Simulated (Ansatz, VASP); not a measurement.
# Two plane-wave programs on Ag2Pt

```
CELL_PARAMETERS angstrom
0.00000 3.13588 3.13588
3.13588 0.00000 3.13588
3.13588 3.13588 0.00000
ATOMIC_POSITIONS crystal
Ag 0.25000 0.25000 0.25000
Ag 0.75000 0.75000 0.75000
Pt 0.00000 0.00000 0.00000
```

Alike in both runs: task relaxation of cell and atoms; functional PBE; k mesh 12 × 12 × 12; occupations gaussian, width 0.1 eV; no spin polarisation.

```csv
,VASP,Ansatz
version,VASP 6.6.1,Ansatz 0.2.0
potentials or method,"VASP PAW PBE potentials, release 64 (Ag, Pt), cutoff 600 eV","scalar-relativistic, plane waves, PAW"
valence electrons in the cell,32,56
```

```csv
,VASP,Ansatz,Ansatz less VASP
"gap on the k mesh at the Fermi level, each at its own relaxed structure (eV)",none,none,-
relaxed volume (Å³/atom),20.56,20.58,+0.023
relaxed cell length with the largest relative difference (Å),4.435,4.436,+0.0016
```

A gap of «none» marks a metal or a gap that the smearing closes. VASP's potentials hold 32 valence electrons a cell and Ansatz's 56, so a difference there can come from the potentials and not from the codes.

Spin-orbit coupling is off throughout. Noted on VASP's run: the relaxation stopped at its first step, so nothing moved.
